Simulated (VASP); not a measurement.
# ZnGeP2 (I-42d) in VASP: a series of runs

ZnGeP2 is run at these levels: PBE; tasks: single point.

Everything below comes from runs of VASP 6.6.1. Logs are shortened: lines on timing, memory, paths and dates and some standing lists are left out, and cuts for length are marked.

## (1) The cell of the first run

The structure is tetragonal, space group I-42d (No. 122). The conventional cell has a = 5.283 Å, b = 5.283 Å, c = 10.409 Å, α = 90.00°, β = 90.00°, γ = 90.00°. Within 3.0 Å of Zn (site symmetry -4) lie 4 P at 2.28 Å. Ge (site symmetry -4) has 4 P at 2.27 Å within 3.0 Å. Within 3.0 Å of P (site symmetry 2) lie 2 Ge at 2.27 Å and 2 Zn at 2.28 Å.

## (2) Single point, PBE (strain -3.0%)

The input, INCAR:

```
SYSTEM = ZnGeP2
PREC = Accurate
ENCUT = 500
EDIFF = 1E-6
ISMEAR = -1
SIGMA = 0.02
LREAL = .False.
LASPH = .True.
NELM = 120
ALGO = Normal
ISIF = 2
LWAVE = .False.
LCHARG = .True.
GGA = PE
LELF = .True.
LVHAR = .True.
NBANDS = 46
GGA_COMPAT = .False.
```

The input, KPOINTS:

```
regular mesh
0
Gamma
  6 6 6
  0 0 0
```

The input, POSCAR:

```
ZnGeP2
1.0
   -2.6416403673      2.6416403673      5.2046182686
    2.6416403673     -2.6416403673      5.2046182686
    2.6416403673      2.6416403673     -5.2046182686
Zn Ge P
2 2 4
Direct
    0.7500000000      0.2500000000      0.5000000000
    0.0000000000      0.0000000000      0.0000000000
    0.2500000000      0.7500000000      0.5000000000
    0.5000000000      0.5000000000      0.0000000000
    0.1267469848      0.6250000000      0.0017469848
    0.8750000000      0.8732530152      0.4982530152
    0.3750000000      0.3767469848      0.5017469848
    0.6232530152      0.1250000000      0.9982530152
```

Potentials or basis: VASP PAW PBE potentials, release 64 (Zn, Ge_d, P).

Command:

```bash
$ cat potpaw_PBE.64/Zn/POTCAR potpaw_PBE.64/Ge_d/POTCAR potpaw_PBE.64/P/POTCAR > POTCAR
$ mpirun -np 1 vasp_std > vasp.out
```

OUTCAR:

```text
SYSTEM = ZnGeP2
   PREC = Accurate
   ENCUT = 500
   EDIFF = 1E-6
   ISMEAR = -1
   LREAL = .False.
   LASPH = .True.
   NELM = 120
   ISIF = 2
   GGA = PE

 ion  position               nearest neighbor table
   1  0.750  0.250  0.500-   5 2.28   6 2.28   7 2.28   8 2.28
   2  0.000  0.000  0.000-   7 2.28   5 2.28   8 2.28   6 2.28
   3  0.250  0.750  0.500-   5 2.27   6 2.27   7 2.27   8 2.27
   4  0.500  0.500  0.000-   7 2.27   8 2.27   5 2.27   6 2.27
   5  0.127  0.625  0.002-   3 2.27   4 2.27   2 2.28   1 2.28
   6  0.875  0.873  0.498-   3 2.27   4 2.27   2 2.28   1 2.28
   7  0.375  0.377  0.502-   4 2.27   3 2.27   1 2.28   2 2.28
   8  0.623  0.125  0.998-   4 2.27   3 2.27   1 2.28   2 2.28

  LATTYP: Found a body centered tetragonal cell.
 ALAT       =     5.2832807346
 C/A-ratio  =     1.9702221139

  Lattice vectors:

 A1 = (  -2.6416403673,   2.6416403673,   5.2046182686)
 A2 = (   2.6416403673,  -2.6416403673,   5.2046182686)
 A3 = (   2.6416403673,   2.6416403673,  -5.2046182686)

Analysis of symmetry for initial positions (statically):
=====================================================================
 Subroutine PRICEL returns:
 Original cell was already a primitive cell.

 Routine SETGRP: Setting up the symmetry group for a
 body centered tetragonal supercell.

 Subroutine GETGRP returns: Found  8 space group operations
 (whereof  4 operations were pure point group operations)
 out of a pool of 16 trial point group operations.

The static configuration has the point symmetry S_4 .
 The point group associated with its full space group is D_2d.

Analysis of symmetry for dynamics (positions and initial velocities):
=====================================================================
 Subroutine PRICEL returns:
 Original cell was already a primitive cell.

 Routine SETGRP: Setting up the symmetry group for a
 body centered tetragonal supercell.

 Subroutine GETGRP returns: Found  8 space group operations
 (whereof  4 operations were pure point group operations)
 out of a pool of 16 trial point group operations.

The dynamic configuration has the point symmetry S_4 .
 The point group associated with its full space group is D_2d.

 Subroutine INISYM returns: Found  8 space group operations
 (whereof  4 operations are pure point group operations),
 and found     1 'primitive' translations

----------------------------------------------------------------------------------------

                                     Primitive cell

  volume of cell :     145.2768

  direct lattice vectors                    reciprocal lattice vectors
    -2.641640367  2.641640367  5.204618269     0.000000000  0.189276332  0.096068525
     2.641640367 -2.641640367  5.204618269     0.189276332  0.000000000  0.096068525
     2.641640367  2.641640367 -5.204618269     0.189276332  0.189276332  0.000000000

  length of vectors
     6.406604325  6.406604325  6.406604325     0.212260904  0.212260904  0.267677156

  position of ions in fractional coordinates (direct lattice)
     0.750000000  0.250000000  0.500000000
     0.000000000  0.000000000  0.000000000
     0.250000000  0.750000000  0.500000000
     0.500000000  0.500000000  0.000000000
     0.126746985  0.625000000  0.001746985
     0.875000000  0.873253015  0.498253015
     0.375000000  0.376746985  0.501746985
     0.623253015  0.125000000  0.998253015

  ion indices of the primitive-cell ions
   primitive index   ion index
                 1           1
                 2           2
                 3           3
                 4           4
                 5           5
                 6           6
                 7           7
                 8           8

----------------------------------------------------------------------------------------

 KPOINTS: regular mesh

Automatic generation of k-mesh.
 Grid dimensions read from file:
 generate k-points for:    6    6    6

 Generating k-lattice:

  Cartesian coordinates                     Fractional coordinates (reciprocal lattice)
[... 46 lines left out ...]
   LRPA    =     F    only Hartree local field effects (RPA)
 non-spin polarized calculation
  energy-cutoff  :      500.00
  volume of cell :      145.28
 maximum number of plane-waves:      3715
   NGX = 23   NGY = 23   NGZ = 23

 number of electron      72.0000033 magnetization

 Free energy of the ion-electron system (eV)
  ---------------------------------------------------
  ext. energy  EPLUGINS =         0.00000000
  ---------------------------------------------------
  free energy    TOTEN  =       -33.93441404 eV

  energy without entropy =      -33.93441404  energy(sigma->0) =      -33.93441404

 E-fermi :   5.7538     XC(G=0): -10.2915

 val. band max:        5.3589069901   @ k =   0.0000   0.0000   0.0000
 cond. band min:       6.5012684669   @ k =   0.5000   0.5000   0.5000
 fundamental gap:      1.1423614768
 Fermi energy:         5.7537913277

 k-point     1 :       0.0000    0.0000    0.0000
  band No.  band energies     occupation
      1     -19.6293      2.00000
      2     -19.6284      2.00000
      3     -19.6284      2.00000
      4     -19.6205      2.00000
      5     -19.6133      2.00000
      6     -19.6133      2.00000
[... 38 lines left out ...]
     45      10.6587      0.00000
     46      10.6897      0.00000

 k-point     2 :       0.1667    0.0000    0.0000
  band No.  band energies     occupation
      1     -19.6296      2.00000
      2     -19.6282      2.00000
      3     -19.6278      2.00000
      4     -19.6207      2.00000
      5     -19.6143      2.00000
      6     -19.6129      2.00000
[... 38 lines left out ...]
     45      10.3773      0.00000
     46      11.0949      0.00000

 k-point     3 :       0.3333   -0.0000    0.0000
  band No.  band energies     occupation
      1     -19.6300      2.00000
      2     -19.6283      2.00000
      3     -19.6263      2.00000
      4     -19.6207      2.00000
      5     -19.6167      2.00000
      6     -19.6121      2.00000
[... 1018 lines left out ...]
     45      10.3891      0.00000
     46      11.2982      0.00000

 k-point    24 :      -0.1667   -0.3333    0.1667
  band No.  band energies     occupation
      1     -19.6299      2.00000
      2     -19.6292      2.00000
      3     -19.6278      2.00000
      4     -19.6217      2.00000
      5     -19.6130      2.00000
      6     -19.6118      2.00000
[... 38 lines left out ...]
     45       9.9887      0.00000
     46      10.6518      0.00000

 [... further k-points ...]

------------------------ aborting loop because EDIFF is reached ----------------------------------------

  FORCE on cell =-STRESS in cart. coord.  units (eV):
  Direction    XX          YY          ZZ          XY          YZ          ZX
  --------------------------------------------------------------------------------------
  -------------------------------------------------------------------------------------
  Total       10.7818045     10.7818045     10.7820044      0.0000000      0.0000000      0.0000000
  in kB      118.9065501    118.9065501    118.9087538      0.0000000      0.0000000      0.0000000
  external PRESSURE =     118.9072847 kB  Pullay stress =       0.0000000 kB

 VOLUME and BASIS-vectors are now :
 -----------------------------------------------------------------------------
  energy-cutoff  :      500.00
  volume of cell :      145.28
      direct lattice vectors                 reciprocal lattice vectors
    -2.641640367  2.641640367  5.204618269     0.000000000  0.189276332  0.096068525
     2.641640367 -2.641640367  5.204618269     0.189276332  0.000000000  0.096068525
     2.641640367  2.641640367 -5.204618269     0.189276332  0.189276332  0.000000000

 POSITION                                       TOTAL-FORCE (eV/Angst)
 -----------------------------------------------------------------------------------
      0.00000      2.64164      2.60231        -0.000000     -0.000000      0.000000
      0.00000      0.00000      0.00000        -0.000000     -0.000000      0.000000
      2.64164      0.00000      2.60231        -0.000000     -0.000000     -0.000000
      0.00000      0.00000      5.20462        -0.000000     -0.000000     -0.000000
      1.32082     -1.31159      3.90346        -0.000000     -0.058671      0.000000
      1.31159      1.32082      6.50577         0.058671     -0.000000     -0.000000
      1.33005      1.32082      1.30115        -0.058671     -0.000000      0.000000
      1.32082      3.95323     -1.30115        -0.000000      0.058671     -0.000000
 -----------------------------------------------------------------------------------
    total drift:                               -0.000002     -0.000002     -0.000004

  FREE ENERGIE OF THE ION-ELECTRON SYSTEM (eV)
  ---------------------------------------------------
  free  energy   TOTEN  =       -33.9344140408 eV

  energy  without entropy=      -33.9344140408  energy(sigma->0) =      -33.93441404
```

Run time: 2.9 min. Hardware: 1 thread of Intel Xeon Platinum 8488C (Sapphire Rapids), shared host; peak memory 0.41 GiB.

Results:

- Free energy: -33.9344 eV
- Pressure: 11.9 GPa
- Largest force: 0.059 eV/Å
- Band gap on the k mesh: 1.14 eV (least direct gap 1.18 eV)

Forces in eV/Å, atoms in the order of the input:
```
Zn   0.000  0.000  0.000
Zn   0.000  0.000  0.000
Ge   0.000  0.000  0.000
Ge   0.000  0.000  0.000
P    0.000 -0.059  0.000
P    0.059  0.000  0.000
P   -0.059  0.000  0.000
P    0.000  0.059  0.000
```

Levels at points of the mesh, in eV from the valence-band top:
| k point | band 32 | band 33 | band 34 | band 35 | band 36 | band 37 | band 38 | band 39 | band 40 | band 41 |
| --- | --- | --- | --- | --- | --- | --- | --- | --- | --- | --- |
| (0.00, 0.00, 0.00) | -2.95 | -2.95 | -0.08 | -0.08 | 0.00 | 1.18 | 1.51 | 2.08 | 3.16 | 3.16 |
| (0.50, 0.00, 0.00) | -2.99 | -2.74 | -2.15 | -1.86 | -1.13 | 2.63 | 2.65 | 2.82 | 4.06 | 4.13 |
| (0.50, 0.50, 0.00) | -2.06 | -1.35 | -1.35 | -0.87 | -0.87 | 1.48 | 1.48 | 3.10 | 3.10 | 4.05 |
| (0.50, 0.50, 0.50) | -2.70 | -2.15 | -2.15 | -1.60 | -1.60 | 1.14 | 1.14 | 1.29 | 1.29 | 2.28 |

Caveat: the cell differs from its parent crystal (strain -3.0%); the cell stands under pressure.

## (3) Single point, PBE (strain -2.0%)

The input, INCAR:

```
PREC = Accurate
ENCUT = 500
EDIFF = 1E-6
ISMEAR = -1
SIGMA = 0.02
LREAL = False
LASPH = True
NELM = 120
ALGO = Normal
ISIF = 2
LWAVE = False
LCHARG = False
GGA = PE
NBANDS = 46
GGA_COMPAT = False
```

The input, KPOINTS:

```
Automatic mesh
0
Gamma
  6 6 6
```

The input, POSCAR:

```
ZnGeP2
1.0
   -2.6688737731      2.6688737731      5.2582741271
    2.6688737731     -2.6688737731      5.2582741271
    2.6688737731      2.6688737731     -5.2582741271
Zn Ge P
2 2 4
Direct
    0.7500000000      0.2500000000      0.5000000000
    0.0000000000      0.0000000000      0.0000000000
    0.2500000000      0.7500000000      0.5000000000
    0.5000000000      0.5000000000      0.0000000000
    0.1275549563      0.6250000000      0.0025549563
    0.8750000000      0.8724450437      0.4974450437
    0.3750000000      0.3775549563      0.5025549563
    0.6224450437      0.1250000000      0.9974450437
```

Potentials or basis: VASP PAW PBE potentials, release 64 (Zn, Ge_d, P).

Command:

```bash
$ cat potpaw_PBE.64/Zn/POTCAR potpaw_PBE.64/Ge_d/POTCAR potpaw_PBE.64/P/POTCAR > POTCAR
$ mpirun -np 1 vasp_std > vasp.out
```

It took 2.8 min on 1 thread of Intel Xeon Platinum 8488C (Sapphire Rapids), shared host; peak memory 0.41 GiB.

It converged, with:

```yaml
Free_energy: -34.2194 eV
Pressure: 8.3 GPa
Largest_force: 0.062 eV/Å
Band_gap_on_the_k_mesh: 1.19 eV (least direct gap 1.26 eV)
```

Forces in eV/Å, atoms in the order of the input:
```
Zn   0.000  0.000  0.000
Zn   0.000  0.000  0.000
Ge   0.000  0.000  0.000
Ge   0.000  0.000  0.000
P    0.000 -0.062  0.000
P    0.062  0.000  0.000
P   -0.062  0.000  0.000
P    0.000  0.062  0.000
```

Levels at points of the mesh, in eV from the valence-band top:
| k point | band 32 | band 33 | band 34 | band 35 | band 36 | band 37 | band 38 | band 39 | band 40 | band 41 |
| --- | --- | --- | --- | --- | --- | --- | --- | --- | --- | --- |
| (0.00, 0.00, 0.00) | -2.82 | -2.82 | -0.08 | -0.08 | 0.00 | 1.26 | 1.56 | 1.85 | 3.17 | 3.17 |
| (0.50, 0.00, 0.00) | -2.90 | -2.65 | -2.05 | -1.79 | -1.07 | 2.58 | 2.60 | 2.82 | 4.08 | 4.08 |
| (0.50, 0.50, 0.00) | -1.99 | -1.30 | -1.30 | -0.83 | -0.83 | 1.40 | 1.40 | 3.09 | 3.09 | 4.06 |
| (0.50, 0.50, 0.50) | -2.64 | -2.08 | -2.08 | -1.51 | -1.51 | 1.19 | 1.19 | 1.36 | 1.36 | 2.34 |

Caveat: the cell differs from its parent crystal (strain -2.0%); the cell stands under pressure. A k mesh can miss the band edges.

## (4) Single point, PBE (strain -1.0%)

The input, INCAR:

```
  ALGO = Normal
  EDIFF = 1E-6
  ENCUT = 500
  GGA = PE
  GGA_COMPAT = F
  ISIF = 2
  ISMEAR = -1
  LASPH = T
  LCHARG = F
  LREAL = F
  LWAVE = F
  NBANDS = 46
  NELM = 120
  PREC = Accurate
  SIGMA = 0.02
```

The input, KPOINTS:

```
k-points
0
Gamma
  6 6 6
```

The input, POSCAR:

```
ZnGeP2
1.0
   -2.6961071790      2.6961071790      5.3119299855
    2.6961071790     -2.6961071790      5.3119299855
    2.6961071790      2.6961071790     -5.3119299855
Zn Ge P
2 2 4
Direct
    0.7500000000      0.2500000000      0.5000000000
    0.0000000000      0.0000000000      0.0000000000
    0.2500000000      0.7500000000      0.5000000000
    0.5000000000      0.5000000000      0.0000000000
    0.1283709040      0.6250000000      0.0033709040
    0.8750000000      0.8716290960      0.4966290960
    0.3750000000      0.3783709040      0.5033709040
    0.6216290960      0.1250000000      0.9966290960
```

Command:

```bash
$ cat potpaw_PBE.64/Zn/POTCAR potpaw_PBE.64/Ge_d/POTCAR potpaw_PBE.64/P/POTCAR > POTCAR
$ mpirun -np 1 vasp_std > vasp.out
```

It took 2.8 min on 1 thread of Intel Xeon Platinum 8488C (Sapphire Rapids), shared host; peak memory 0.42 GiB.

It converged, with:

```
Free energy            : -34.4128 eV
Pressure               : 5.2 GPa
Largest force          : 0.065 eV/Å
Band gap on the k mesh : 1.23 eV (least direct gap 1.33 eV)
```

Forces in eV/Å, atoms in the order of the input:
```
Zn   0.000  0.000  0.000
Zn   0.000  0.000  0.000
Ge   0.000  0.000  0.000
Ge   0.000  0.000  0.000
P    0.000 -0.065  0.000
P    0.065  0.000  0.000
P   -0.065  0.000  0.000
P    0.000  0.065  0.000
```

Levels at points of the mesh, in eV from the valence-band top:
```
           k point  band 32  band 33  band 34  band 35  band 36  band 37  band 38  band 39  band 40  band 41
(0.00, 0.00, 0.00)    -2.70    -2.70    -0.08    -0.08     0.00     1.33     1.60     1.63     3.17     3.17
(0.50, 0.00, 0.00)    -2.81    -2.56    -1.96    -1.71    -1.02     2.49     2.57     2.82     4.03     4.10
(0.50, 0.50, 0.00)    -1.93    -1.25    -1.25    -0.79    -0.79     1.32     1.32     3.07     3.07     4.06
(0.50, 0.50, 0.50)    -2.58    -2.00    -2.00    -1.43    -1.43     1.23     1.23     1.43     1.43     2.39
```

Caveat: the cell differs from its parent crystal (strain -1.0%); the cell stands under pressure.

## (5) Single point, PBE (strain +1.0%)

The input, INCAR:

```
SYSTEM = ZnGeP2
ALGO     = Normal         ! electronic algorithm
EDIFF    = 1E-6           ! SCF threshold, eV
ENCUT    = 500            ! plane-wave cutoff, eV
GGA      = PE             ! functional
GGA_COMPAT= .False.      
ISIF     = 2              ! what is computed and relaxed
ISMEAR   = -1             ! smearing method
LASPH    = .True.         ! aspherical terms in the spheres
LCHARG   = .True.         ! write CHGCAR
LELF     = .True.         ! ELF
LREAL    = .False.        ! projectors in reciprocal space
LVHAR    = .True.       
LWAVE    = .False.        ! write WAVECAR
NBANDS   = 46             ! bands
NELM     = 120            ! most SCF steps
PREC     = Accurate       ! precision mode
SIGMA    = 0.02           ! smearing width, eV
```

The input, KPOINTS:

```
k-points
0
Gamma
  6 6 6
  0 0 0
```

The input, POSCAR:

```
ZnGeP2
1.0
   -2.7505739907      2.7505739907      5.4192417024
    2.7505739907     -2.7505739907      5.4192417024
    2.7505739907      2.7505739907     -5.4192417024
Zn Ge P
2 2 4
Direct
    0.7500000000      0.2500000000      0.5000000000
    0.0000000000      0.0000000000      0.0000000000
    0.2500000000      0.7500000000      0.5000000000
    0.5000000000      0.5000000000      0.0000000000
    0.1300210890      0.6250000000      0.0050210890
    0.8750000000      0.8699789110      0.4949789110
    0.3750000000      0.3800210890      0.5050210890
    0.6199789110      0.1250000000      0.9949789110
```

Command:

```bash
$ cat potpaw_PBE.64/Zn/POTCAR potpaw_PBE.64/Ge_d/POTCAR potpaw_PBE.64/P/POTCAR > POTCAR
$ mpirun -np 1 vasp_std > vasp.out
```

Run time: 3.6 min. Hardware: 1 thread of Intel Xeon Platinum 8488C (Sapphire Rapids), shared host; peak memory 0.44 GiB.

It converged, with:

- Free energy: -34.5598 eV
- Pressure: 0.0 GPa
- Largest force: 0.069 eV/Å
- Band gap on the k mesh: 1.18 eV (least direct gap 1.21 eV)

Forces on the atoms (eV/Å):
```
Zn   0.000  0.000  0.000
Zn   0.000  0.000  0.000
Ge   0.000  0.000  0.000
Ge   0.000  0.000  0.000
P    0.000 -0.069  0.000
P    0.069  0.000  0.000
P   -0.069  0.000  0.000
P    0.000  0.069  0.000
```

Levels at points of the mesh, in eV from the valence-band top:
| k point | band 32 | band 33 | band 34 | band 35 | band 36 | band 37 | band 38 | band 39 | band 40 | band 41 |
| --- | --- | --- | --- | --- | --- | --- | --- | --- | --- | --- |
| (0.00, 0.00, 0.00) | -2.46 | -2.46 | -0.08 | -0.08 | 0.00 | 1.21 | 1.47 | 1.67 | 3.16 | 3.16 |
| (0.50, 0.00, 0.00) | -2.65 | -2.39 | -1.79 | -1.57 | -0.91 | 2.32 | 2.49 | 2.82 | 3.94 | 4.11 |
| (0.50, 0.50, 0.00) | -1.81 | -1.15 | -1.15 | -0.71 | -0.71 | 1.18 | 1.18 | 3.01 | 3.01 | 4.05 |
| (0.50, 0.50, 0.50) | -2.45 | -1.87 | -1.87 | -1.28 | -1.28 | 1.29 | 1.29 | 1.55 | 1.55 | 2.47 |

Caveat: the cell differs from its parent crystal (strain +1.0%). A k mesh can miss the band edges.

## (6) The runs side by side

```csv
cell,gap on the mesh (eV),pressure (GPa),largest force (eV/Å)
"a = 6.407 Å, angles 131.3, 131.3, 71.3°, 8 atoms, strain -3.0%",1.14,11.9,0.06
"a = 6.473 Å, angles 131.3, 131.3, 71.3°, 8 atoms, strain -2.0%",1.19,8.3,0.06
"a = 6.539 Å, angles 131.3, 131.3, 71.3°, 8 atoms, strain -1.0%",1.23,5.2,0.07
"a = 6.671 Å, angles 131.3, 131.3, 71.3°, 8 atoms, strain +1.0%",1.18,0.0,0.07
```

Alike in all rows: task single point; level PBE; potentials or basis VASP PAW PBE potentials, release 64 (Zn, Ge_d, P); no spin polarisation; k mesh 6 × 6 × 6; cutoff (eV) 500; smearing fermi-dirac 0.02 eV.

Caveats: the cell stands under pressure (at least some runs).

Absolute energies hang on the potentials; compare differences alone.
